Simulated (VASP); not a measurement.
P: single point with r2SCAN

Crystal: P.

```
P
1.0
     1.73472    1.00154    3.14600
    -1.73472    1.00154    3.14600
     0.00000   -2.00309    3.14600
P
2
Direct
  0.22638 0.22638 0.22638
  0.77362 0.77362 0.77362
```

| Quantity | Value |
| --- | --- |
| Program | VASP 6.6.1 |
| Task | single point |
| Functional | r2SCAN |
| Potentials or basis | VASP PAW PBE potentials, release 64 (P) |
| Cutoff | 520 eV |
| k mesh | 8 × 8 × 8 |
| Occupations | fermi-dirac, width 0.02 eV |
| Spin | no spin polarisation |

The pressure is -0.5 GPa. The largest force is 0.085 eV/Å. The band gap on the k mesh is zero (bands 5 and 6 overlap by 0.40 eV).

Forces on the atoms (eV/Å):
```
P    0.000  0.000 -0.085
P    0.000  0.000  0.085
```

Stress tensor (GPa, compression positive):
```
-0.56  0.00  0.00
 0.00 -0.56  0.00
 0.00  0.00 -0.43
```

Levels at points of the mesh, in eV from the Fermi level:
```tsv
k point	band 1	band 2	band 3	band 4	band 5	band 6	band 7	band 8	band 9	band 10
(0.00, 0.00, 0.00)	-17.48	-3.98	-3.55	-3.42	-3.42	1.20	2.52	2.52	5.98	5.98
(0.50, 0.00, 0.00)	-13.94	-12.67	-4.40	-3.83	-0.92	-0.30	0.11	0.43	8.93	10.29
(0.50, 0.50, 0.00)	-13.70	-10.79	-7.25	-5.97	-5.83	0.06	6.17	7.72	8.54	9.19
(0.50, 0.50, 0.50)	-15.53	-11.50	-3.31	-3.31	-0.33	-0.33	0.01	2.26	9.16	9.58
```

Wall time 120 s on 1 thread of Intel Xeon 8259CL (shared host), peak memory 0.16 GiB.

Caveat: the PAW data sets were made with another functional, which shifts forces and pressure a little.
